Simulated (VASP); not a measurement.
# AlN: relaxation of cell and atoms with PBE

AlN:

```
Al N
1.0
     0.00000    2.18399    2.18399
     2.18399    0.00000    2.18399
     2.18399    2.18399    0.00000
Al N
1 1
Direct
  0.00000 0.00000 0.00000
  0.75000 0.75000 0.75000
```

```yaml
Program: VASP 6.6.1
Task: relaxation of cell and atoms
Functional: PBE
Potentials_or_basis: VASP PAW PBE potentials, release 64 (Al, N)
Cutoff: 600 eV
k_mesh: 10 × 10 × 10
Occupations: gaussian, width 0.02 eV
Spin: no spin polarisation
Dipole_correction: no
Further_INCAR_settings: ALGO = Normal; EDIFF = 1e-06; IBRION = 2; EDIFFG = -0.005; NSW = 100; ISIF = 3
```

| Quantity | Value |
| --- | --- |
| Relaxed volume | 10.65 Å³/atom |
| Relaxed cell | a = 3.112 Å, b = 3.112 Å, c = 3.112 Å, α = 60.00°, β = 60.00°, γ = 60.00° |
| Space group after relaxing (to 0.05 Å) | F-43m (No. 216) |
| Energy gained by relaxing | 3.2 meV/atom |
| Ionic steps | 3 |
| Pressure after relaxing | 0.0 GPa |
| Band gap on the k mesh | 3.31 eV, indirect (least direct gap 4.00 eV) |

Step by step:
```csv
step,energy change (eV),largest force (eV/Å),pressure (GPa),volume (Å³)
1,0.0000,0.0000,4.47,20.83
2,-0.0014,0.0000,-3.68,21.72
3,-0.0064,0.0000,0.00,21.30
```

Final structure:
```yaml
crystal:
  lattice:
    - [0.00000, 2.20019, 2.20019]
    - [2.20019, 0.00000, 2.20019]
    - [2.20019, 2.20019, 0.00000]
  atoms:
    - { symbol: Al, position: [0.00000, 0.00000, 0.00000] }
    - { symbol: N, position: [0.75000, 0.75000, 0.75000] }
```

Levels at points of the mesh, in eV from the valence-band top:
| k point | band 1 | band 2 | band 3 | band 4 | band 5 | band 6 | band 7 | band 8 |
| --- | --- | --- | --- | --- | --- | --- | --- | --- |
| (0.00, 0.00, 0.00) | -14.85 | 0.00 | 0.00 | 0.00 | 4.00 | 12.34 | 12.34 | 12.34 |
| (0.50, 0.00, 0.00) | -12.87 | -5.76 | -0.48 | -0.48 | 7.18 | 9.71 | 11.01 | 11.01 |
| (0.50, 0.50, 0.00) | -12.26 | -4.84 | -1.75 | -1.75 | 3.31 | 8.48 | 13.66 | 15.46 |

Wall time 14 s on 1 thread of AMD EPYC 9R45 96-Core Processor (Zen 5), on a shared host, peak memory 0.13 GiB.

A k mesh can miss the band edges. Expect the measured gap to be larger: semilocal functionals such as PBE lack the derivative discontinuity.
